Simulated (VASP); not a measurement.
Set up this calculation in VASP 6.6.1, as the native input.

- Task: single point
- Functional: LDA
- Potentials or basis: VASP PAW LDA potentials, release 64 (Ga_d, Ir)
- Cutoff: 520 eV
- k mesh: 10 × 10 × 10
- Occupations: fermi-dirac, width 0.1 eV
- Spin: no spin polarisation
- Dipole correction: no
- Further INCAR settings: ALGO = Normal; EDIFF = 1e-07; NBANDS = 18

The structure of GaIr lies in POSCAR:

```
GaIr
1.0
    3.0040000000      0.0000000000      0.0000000000
    0.0000000000      3.0040000000      0.0000000000
    0.0000000000      0.0000000000      3.0040000000
Ga Ir
1 1
Direct
    0.0000000000      0.0000000000      0.0000000000
    0.5000000000      0.5000000000      0.5000000000
```

One way to write it, as run:

INCAR

```
PREC     = Accurate       # precision mode
ENCUT    = 520            # plane-wave cutoff, eV
EDIFF    = 1E-7           # SCF threshold, eV
ISMEAR   = -1             # smearing method
SIGMA    = 0.1            # smearing width, eV
LREAL    = False          # projectors in reciprocal space
LASPH    = True           # aspherical terms in the spheres
NELM     = 80             # most SCF steps
ALGO     = Normal         # electronic algorithm
ISIF     = 2              # what is computed and relaxed
LWAVE    = False          # write WAVECAR
LCHARG   = True           # write CHGCAR
GGA      = CA             # functional
LELF     = True           # ELF
LVHAR    = True         
NBANDS   = 18             # bands
```

KPOINTS

```
regular mesh
0
Gamma
  10 10 10
```

Potentials or basis: VASP PAW LDA potentials, release 64 (Ga_d, Ir).

The run is started by

```sh
$ cat potpaw_LDA.64/Ga_d/POTCAR potpaw_LDA.64/Ir/POTCAR > POTCAR
$ mpirun -np 1 vasp_std > vasp.out
```

Results of the run:

```json
{
  "Pressure": "-0.1 GPa",
  "Band gap on the k mesh": "zero (band 11 reaches 10.44 eV, above the bottom of band 12 at 9.82 eV)"
}
```

Caveat: spin-orbit coupling is left out, which moves the levels of the heavy elements.

Wall time 39 s on 1 thread of AMD EPYC 7R13, on a shared host, peak memory 0.12 GiB.
